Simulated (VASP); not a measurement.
Write the native input for VASP 6.6.1 that does the following.

| Quantity | Value |
| --- | --- |
| Task | single point |
| Functional | PBE |
| Potentials or basis | VASP PAW PBE potentials, release 64 (Li_sv, S, Tl_d) |
| Cutoff | 520 eV |
| k mesh | 6 × 6 × 4 |
| Occupations | gaussian, width 0.01 eV |
| Spin | no spin polarisation |
| Dipole correction | no |
| Further INCAR settings | ALGO = Normal; EDIFF = 1e-06; NBANDS = 22 |

The structure of LiTlS2 lies in POSCAR:

```
LiTlS2
1.0
    4.0247379526      0.0000000000      0.0000000000
    0.0000000000      4.0247379526      0.0000000000
    0.0000000000      0.0000000000      5.6390285209
Li S Tl
1 2 1
Direct
    0.0000000000      0.0000000000      0.0000000000
    0.0000000000      0.5000000000      0.2296019719
    0.5000000000      0.0000000000      0.7703980281
    0.5000000000      0.5000000000      0.5000000000
```

This cell differs from its parent crystal: volume changed by -6%.

The input as run:

INCAR

```
PREC = Accurate
ENCUT = 520
EDIFF = 1E-6
ISMEAR = 0
SIGMA = 0.01
LREAL = F
LASPH = T
NELM = 60
ALGO = Normal
ISIF = 2
LWAVE = F
LCHARG = F
GGA = PE
NBANDS = 22
```

KPOINTS

```
regular mesh
0
Gamma
  6 6 4
```

Potentials or basis: VASP PAW PBE potentials, release 64 (Li_sv, S, Tl_d).

Command:

```console
$ cat potpaw_PBE.64/Li_sv/POTCAR potpaw_PBE.64/S/POTCAR potpaw_PBE.64/Tl_d/POTCAR > POTCAR
$ mpirun -np 1 vasp_std > vasp.out
```

Results of the run:

- Largest force: 0.289 eV/Å
- Band gap on the k mesh: 1.00 eV, direct

Caveat: spin-orbit coupling is left out, which moves the levels of the heavy elements.

Wall time 30 s on 1 thread of AMD EPYC 9R45 96-Core Processor (Zen 5), with other jobs on the host, peak memory 0.19 GiB.
